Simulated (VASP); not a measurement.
# HfO2 (Fm-3m) in VASP: a series of runs

Runs on HfO2. Level: PBE. Tasks: single point.

All numbers are computed with VASP 6.6.1; they aren't measurements. Logs are shortened: lines on timing, memory, paths and dates and some standing lists are left out, and cuts for length are marked.

## (1) The cell of the first run

It takes space group Fm-3m (No. 225, cubic). The conventional cell has a = 5.011 Å, b = 5.011 Å, c = 5.011 Å, α = 90.00°, β = 90.00°, γ = 90.00°. Hf (site symmetry m-3m) has 8 O at 2.17 Å within 2.9 Å. O (site symmetry -43m) has 4 Hf at 2.17 Å and 6 O at 2.51 Å within 2.9 Å.

## (2) Single point, PBE

Contents of INCAR:

```
SYSTEM = HfO2
PREC = Accurate ; ENCUT = 520
EDIFF = 1E-6 ; ISMEAR = 0
SIGMA = 0.01 ; LREAL = .False.
LASPH = .True. ; NELM = 100
ALGO = Normal ; ISIF = 2
LWAVE = .False. ; LCHARG = .False.
GGA = PE ; NBANDS = 18
```

Contents of KPOINTS:

```
Automatic mesh
0
Gamma
  6 6 6
  0 0 0
```

Contents of POSCAR:

```
HfO2
1.0
    0.0000000000      2.5052914730      2.5052914730
    2.5052914730      0.0000000000      2.5052914730
    2.5052914730      2.5052914730      0.0000000000
Hf O
1 2
Direct
    0.0000000000      0.0000000000      0.0000000000
    0.2500000000      0.2500000000      0.2500000000
    0.7500000000      0.7500000000      0.7500000000
```

Potentials or basis: VASP PAW PBE potentials, release 64 (Hf_pv, O).

Launch:

```bash
> cat potpaw_PBE.64/Hf_pv/POTCAR potpaw_PBE.64/O/POTCAR > POTCAR
> mpirun -np 1 vasp_std > vasp.out
```

OUTCAR:

```text
SYSTEM = HfO2
   PREC = Accurate
   ENCUT = 520
   EDIFF = 1E-6
   ISMEAR = 0
   LREAL = .False.
   LASPH = .True.
   NELM = 100
   ISIF = 2
   GGA = PE

 ion  position               nearest neighbor table
   1  0.000  0.000  0.000-   2 2.17   3 2.17   3 2.17   3 2.17   3 2.17   2 2.17   2 2.17   2 2.17

   2  0.250  0.250  0.250-   1 2.17   1 2.17   1 2.17   1 2.17
   3  0.750  0.750  0.750-   1 2.17   1 2.17   1 2.17   1 2.17

  LATTYP: Found a face centered cubic cell.
 ALAT       =     5.0105829460

  Lattice vectors:

 A1 = (   0.0000000000,   2.5052914730,   2.5052914730)
 A2 = (   2.5052914730,   0.0000000000,   2.5052914730)
 A3 = (   2.5052914730,   2.5052914730,   0.0000000000)

Analysis of symmetry for initial positions (statically):
=====================================================================
 Subroutine PRICEL returns:
 Original cell was already a primitive cell.

 Routine SETGRP: Setting up the symmetry group for a
 face centered cubic supercell.

 Subroutine GETGRP returns: Found 48 space group operations
 (whereof 48 operations were pure point group operations)
 out of a pool of 48 trial point group operations.

The static configuration has the point symmetry O_h .

Analysis of symmetry for dynamics (positions and initial velocities):
=====================================================================
 Subroutine PRICEL returns:
 Original cell was already a primitive cell.

 Routine SETGRP: Setting up the symmetry group for a
 face centered cubic supercell.

 Subroutine GETGRP returns: Found 48 space group operations
 (whereof 48 operations were pure point group operations)
 out of a pool of 48 trial point group operations.

The dynamic configuration has the point symmetry O_h .

 Subroutine INISYM returns: Found 48 space group operations
 (whereof 48 operations are pure point group operations),
 and found     1 'primitive' translations

----------------------------------------------------------------------------------------

                                     Primitive cell

  volume of cell :      31.4489

  direct lattice vectors                    reciprocal lattice vectors
     0.000000000  2.505291473  2.505291473    -0.199577576  0.199577576  0.199577576
     2.505291473  0.000000000  2.505291473     0.199577576 -0.199577576  0.199577576
     2.505291473  2.505291473  0.000000000     0.199577576  0.199577576 -0.199577576

  length of vectors
     3.543017179  3.543017179  3.543017179     0.345678502  0.345678502  0.345678502

  position of ions in fractional coordinates (direct lattice)
     0.000000000  0.000000000  0.000000000
     0.250000000  0.250000000  0.250000000
     0.750000000  0.750000000  0.750000000

  ion indices of the primitive-cell ions
   primitive index   ion index
                 1           1
                 2           2
                 3           3

----------------------------------------------------------------------------------------

 KPOINTS: Automatic mesh

Automatic generation of k-mesh.
 Grid dimensions read from file:
 generate k-points for:    6    6    6

 Generating k-lattice:

  Cartesian coordinates                     Fractional coordinates (reciprocal lattice)
    -0.033262929  0.033262929  0.033262929     0.166666667  0.000000000  0.000000000
     0.033262929 -0.033262929  0.033262929     0.000000000  0.166666667  0.000000000
     0.033262929  0.033262929 -0.033262929     0.000000000  0.000000000  0.166666667

  Length of vectors
     0.057613084  0.057613084  0.057613084

  Shift w.r.t. Gamma in fractional coordinates (k-lattice)
     0.000000000  0.000000000  0.000000000

 Subroutine IBZKPT returns following result:
 ===========================================

 Found     16 irreducible k-points:

 Following reciprocal coordinates:
            Coordinates               Weight
  0.000000  0.000000  0.000000      1.000000
  0.166667  0.000000  0.000000      8.000000
  0.333333  0.000000  0.000000      8.000000
  0.500000  0.000000  0.000000      4.000000
  0.166667  0.166667  0.000000      6.000000
  0.333333  0.166667  0.000000     24.000000
[... 8 lines left out ...]
 -0.333333  0.333333  0.166667     24.000000
 -0.333333  0.500000  0.166667     12.000000
   k-points           NKPTS =     16   k-points in BZ     NKDIM =     16   number of bands    NBANDS=     18
   number of dos      NEDOS =    301   number of ions     NIONS =      3
   total plane-waves  NPLWV =  21952
   dimension x,y,z NGX =    28 NGY =   28 NGZ =   28
   dimension x,y,z NGXF=    56 NGYF=   56 NGZF=   56
   ions per type =               1   2
   NGX,Y,Z   is equivalent  to a cutoff of  13.14, 13.14, 13.14 a.u.
   NGXF,Y,Z  is equivalent  to a cutoff of  26.28, 26.28, 26.28 a.u.
 SYSTEM =  HfO2
   PREC   = accura    normal or accurate (medium, high low for compatibility)
   ISTART =      0    job   : 0-new  1-cont  2-samecut
   ICHARG =      2    charge: 1-file 2-atom 10-const
   ISPIN  =      1    spin polarized calculation?
   LNONCOLLINEAR =      F non collinear calculations
   LSORBIT =      F    spin-orbit coupling
   LASPH  =      T    aspherical Exc in radial PAW
   ENCUT  =  520.0 eV  38.22 Ry    6.18 a.u.   6.59  6.59  6.59*2*pi/ulx,y,z
   NELM   =    100;   NELMIN=  2; NELMDL= -5     # of ELM steps
   EDIFF  = 0.1E-05   stopping-criterion for ELM
   LREAL  =      F    real-space projection
   EDIFFG = 0.1E-04   stopping-criterion for IOM
   NSW    =      0    number of steps for IOM
   IBRION =     -1    ionic relax: 0-MD 1-quasi-New 2-CG
   NFREE  =      0    steps in history (QN), initial steepest desc. (CG)
   ISIF   =      2    stress and relaxation
   ISYM   =      2    0-nonsym 1-usesym 2-fastsym
   POTIM  = 0.5000    time-step for ionic-motion
   TEBEG  =    0.0;   TEEND  =   0.0 temperature during run
   PSTRESS=    0.0 pullay stress
   NELECT =      22.0000    total number of electrons
   NUPDOWN=      -1.0000    fix difference up-down
   EMIN   =  10.00;   EMAX   =-10.00  energy-range for DOS
   EFERMI =   0.00;   METHOD = LEGACY
   ISMEAR =     0;   SIGMA  =   0.01  broadening in eV -4-tet -1-fermi 0-gaus
   EFERMI_NEDOS =   21; number of points for ismear=-14 and -15
   IALGO  =     38    algorithm
   IMIX   =      4    mixing-type and parameters
     AMIX     =   0.40;   BMIX     =  1.00
     AMIX_MAG =   1.60;   BMIX_MAG =  1.00
  volume/ion in A,a.u.               =      10.48        70.74
  Fermi-wavevector in a.u.,A,eV,Ry     =   1.453274  2.746289 28.735572  2.112005
  Thomas-Fermi vector in A             =   2.570559
   LORBIT       =      0    0 simple, 1 ext, 2 COOP (PROOUT), +10 PAW based schemes
   GGA     = PE    functional components
   LHFCALC =     F    Hartree Fock is set to
   AEXX    =    0.0000 exact exchange contribution
   IVDW    =     0    specifies the selected vdW correction
   LEPSILON=     F    determine dielectric tensor
   LRPA    =     F    only Hartree local field effects (RPA)
 non-spin polarized calculation
 Gauss-broadening in eV      SIGMA  =   0.01
  energy-cutoff  :      520.00
  volume of cell :       31.45
 maximum number of plane-waves:       869
 NGX is ok and might be reduce to    28
   NGX = 13   NGY = 13   NGZ = 13

 number of electron      21.9999998 magnetization

 Free energy of the ion-electron system (eV)
  ---------------------------------------------------
  ext. energy  EPLUGINS =         0.00000000
  ---------------------------------------------------
  free energy    TOTEN  =       -30.21080139 eV

  energy without entropy =      -30.21080139  energy(sigma->0) =      -30.21080139

 E-fermi :   4.6732     XC(G=0): -12.0291

 val. band max:        4.5863405953   @ k =   0.5000   0.5000   0.0000
 cond. band min:       8.4834714038   @ k =   0.5000   0.5000   0.0000
 fundamental gap:      3.8971308085
 Fermi energy:         4.6731925917

 k-point     1 :       0.0000    0.0000    0.0000
  band No.  band energies     occupation
      1     -24.9384      2.00000
      2     -24.9384      2.00000
      3     -24.9384      2.00000
      4     -14.3699      2.00000
      5     -11.1571      2.00000
      6      -0.9774      2.00000
[... 10 lines left out ...]
     17      15.4626      0.00000
     18      18.5866      0.00000

 k-point     2 :       0.1667    0.0000    0.0000
  band No.  band energies     occupation
      1     -25.0745      2.00000
      2     -24.9530      2.00000
      3     -24.9530      2.00000
      4     -13.9829      2.00000
      5     -11.4609      2.00000
      6      -0.7074      2.00000
[... 10 lines left out ...]
     17      15.0013      0.00000
     18      18.2038      0.00000

 k-point     3 :       0.3333    0.0000    0.0000
  band No.  band energies     occupation
      1     -25.3288      2.00000
      2     -24.9821      2.00000
      3     -24.9821      2.00000
      4     -13.2862      2.00000
      5     -11.8554      2.00000
      6      -0.1605      2.00000
[... 10 lines left out ...]
     17      14.4892      0.00000
     18      17.2020      0.00000

 k-point     4 :       0.5000    0.0000    0.0000
  band No.  band energies     occupation
      1     -25.4482      2.00000
      2     -24.9965      2.00000
      3     -24.9965      2.00000
      4     -13.0844      2.00000
      5     -11.8417      2.00000
      6       0.0934      2.00000
[... 207 lines left out ...]
      4     -12.6139      2.00000
      5     -12.2171      2.00000
      6      -0.5601      2.00000
[... 10 lines left out ...]
     17      15.8441      0.00000
     18      18.2235      0.00000

 k-point    15 :      -0.3333    0.3333    0.1667
  band No.  band energies     occupation
      1     -25.3370      2.00000
      2     -25.2152      2.00000
      3     -25.0520      2.00000
      4     -12.4759      2.00000
      5     -12.1630      2.00000
      6      -0.5457      2.00000
[... 10 lines left out ...]
     17      16.6609      0.00000
     18      18.2154      0.00000

 k-point    16 :      -0.3333    0.5000    0.1667
  band No.  band energies     occupation
      1     -25.3827      2.00000
      2     -25.1850      2.00000
      3     -25.0844      2.00000
      4     -12.4034      2.00000
      5     -12.1334      2.00000
      6      -1.4785      2.00000
[... 10 lines left out ...]
     17      17.9631      0.00000
     18      18.2628      0.00000

------------------------ aborting loop because EDIFF is reached ----------------------------------------

  FORCE on cell =-STRESS in cart. coord.  units (eV):
  Direction    XX          YY          ZZ          XY          YZ          ZX
  --------------------------------------------------------------------------------------
  -------------------------------------------------------------------------------------
  Total        1.9718677      1.9718677      1.9718677      0.0000000     -0.0000000      0.0000000
  in kB      100.4577822    100.4577822    100.4577822      0.0000000     -0.0000000      0.0000000
  external PRESSURE =     100.4577822 kB  Pullay stress =       0.0000000 kB

 VOLUME and BASIS-vectors are now :
 -----------------------------------------------------------------------------
  energy-cutoff  :      520.00
  volume of cell :       31.45
      direct lattice vectors                 reciprocal lattice vectors
     0.000000000  2.505291473  2.505291473    -0.199577576  0.199577576  0.199577576
     2.505291473  0.000000000  2.505291473     0.199577576 -0.199577576  0.199577576
     2.505291473  2.505291473  0.000000000     0.199577576  0.199577576 -0.199577576

 POSITION                                       TOTAL-FORCE (eV/Angst)
 -----------------------------------------------------------------------------------
      0.00000      0.00000      0.00000        -0.000000     -0.000000     -0.000000
      1.25265      1.25265      1.25265        -0.000000     -0.000000      0.000000
      3.75794      3.75794      3.75794         0.000000      0.000000     -0.000000
 -----------------------------------------------------------------------------------
    total drift:                                0.000000      0.000000      0.000000

  FREE ENERGIE OF THE ION-ELECTRON SYSTEM (eV)
  ---------------------------------------------------
  free  energy   TOTEN  =       -30.2108013886 eV

  energy  without entropy=      -30.2108013886  energy(sigma->0) =      -30.21080139
```

It took 18 s on 1 thread of Intel Xeon 8259CL, shared host; peak memory 0.13 GiB.

Results:

| Property | Result |
| --- | --- |
| Free energy | -30.2108 eV |
| Pressure | 10.0 GPa |
| Band gap on the k mesh | 3.90 eV, direct |

Levels at points of the mesh, in eV from the valence-band top:
| k point | band 7 | band 8 | band 9 | band 10 | band 11 | band 12 | band 13 | band 14 | band 15 | band 16 |
| --- | --- | --- | --- | --- | --- | --- | --- | --- | --- | --- |
| (0.00, 0.00, 0.00) | -5.56 | -5.56 | -0.62 | -0.62 | -0.62 | 3.97 | 3.97 | 6.12 | 10.88 | 10.88 |
| (0.50, 0.00, 0.00) | -4.49 | -3.10 | -2.81 | -1.87 | -1.87 | 4.74 | 4.74 | 7.33 | 9.18 | 9.77 |
| (0.50, 0.50, 0.00) | -3.54 | -3.54 | -1.59 | -1.59 | 0.00 | 3.90 | 5.69 | 6.97 | 8.48 | 8.48 |

Caveat: spin-orbit coupling is left out, which moves the levels of the heavy elements. A k mesh can miss the band edges.

(Continued in part 2 of 2.)
